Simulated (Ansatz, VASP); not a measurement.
**GdN in VASP and in Ansatz**

The input INCAR:

```
SYSTEM = GdN
ALGO     = Normal         ! electronic algorithm
EDIFF    = 1E-6           ! SCF threshold, eV
ENCUT    = 520            ! plane-wave cutoff, eV
GGA      = CA             ! functional
ISIF     = 2              ! what is computed and relaxed
ISMEAR   = 0              ! smearing method
ISPIN    = 2              ! spin polarisation
LASPH    = .True.         ! aspherical terms in the spheres
LCHARG   = .False.        ! write CHGCAR
LDAU     = .True.         ! DFT+U
LDAUJ    = 0 0          
LDAUL    = 3 -1           ! shell
LDAUPRINT= 1            
LDAUTYPE = 2            
LDAUU    = 6 0            ! U, eV
LMAXMIX  = 6              ! l up to which the mixer works
LORBIT   = 11             ! projections on sites
LREAL    = .False.        ! projectors in reciprocal space
LWAVE    = .False.        ! write WAVECAR
MAGMOM   = 7 -7 0 0       ! initial moments
NBANDS   = 35             ! bands
NELM     = 150            ! most SCF steps
PREC     = Accurate       ! precision mode
SIGMA    = 0.05           ! smearing width, eV
```

File KPOINTS:

```
k-points
0
Gamma
  10 5 10
  0 0 0
```

POSCAR

```
GdN
1.0
    3.3394229375      0.0000000000      0.0000000000
   -3.3394229376      5.7840501957      0.0000000000
    0.0000000000      0.0000000000      3.0379470730
Gd N
2 2
Direct
    1.0000000000      0.0000000000      0.0000000000
    1.0000000000      0.5000000000      0.0000000000
    0.6666666667      0.1666666667      0.5000000000
    0.6666666667      0.6666666667      0.5000000000
```

Input for Ansatz:

```yaml
crystal:
  lattice:
    - [3.3394229375, 0.0, 0.0]
    - [-3.3394229376, 5.7840501957, 0.0]
    - [0.0, 0.0, 3.037947073]
  atoms:
    - { symbol: Gd, position: [1.0, 0.0, 0.0], spin: 7.0 }
    - { symbol: "N", position: [0.6666666667, 0.1666666667, 0.5] }
    - { symbol: Gd, position: [1.0, 0.5, 0.0], spin: -7.0 }
    - { symbol: "N", position: [0.6666666667, 0.6666666667, 0.5] }
basis:
  ecutwfc: 420
  ecutrho_ratio: 4
kpoints:
  mp_grid: { grid: [10, 5, 10] }
hamiltonian:
  xc: lda
  hubbard: { sites: [{ species: Gd, l: f, u_eff: 6.0 }] }
scf:
  occupations: { method: gaussian, width: 0.05 }
  lower_state_search: "off"
output:
  forces: true
  stress: true
  eigenvalues: true
  populations: true
  hubbard: { sites: [{ species: Gd, l: f }] }
magnetization:
  spin_polarized: true
checkpoint:
  read: start.run
  write: ck
  compress: false
  write_wavefunctions: false
  write_every: 100000
```

Alike in both runs: task single point; functional LDA; k mesh 10 × 5 × 10; occupations gaussian, width 0.05 eV; collinear spin; Hubbard terms Gd f U = 6.0 eV.

|  | VASP | Ansatz |
| --- | --- | --- |
| version | VASP 6.6.1 | Ansatz 0.2.0 |
| potentials or method | VASP PAW PBE potentials, release 64 (Gd, N), cutoff 520 eV | scalar-relativistic, plane waves, PAW |
| valence electrons in the cell | 46 | 46 |

|  | VASP | Ansatz | Ansatz less VASP |
| --- | --- | --- | --- |
| gap on the k mesh at the Fermi level (eV) | 0.21 | 0.21 | -0.006 |
| least direct gap on the mesh (eV) | 0.24 | 0.27 | +0.030 |
| pressure (GPa) | 0.6 | 0.1 | -0.48 |
| net moment per atom (μB) | 0.00 | 0.00 | 0.000 |
| size of the moment on the site where the two differ most (μB) | 6.89 | 6.91 | +0.022 |

VASP's potentials were made for PBE, not for LDA. LDA's correlation is that of Perdew and Zunger in VASP and of Perdew and Wang (1992) in Ansatz. Site moments also hang on the region over which each program counts them. The programs project onto different local orbitals, so the same U acts differently, and such runs can settle in different states. Ansatz's warnings: stability check not made.

Neither program's run includes spin-orbit coupling.
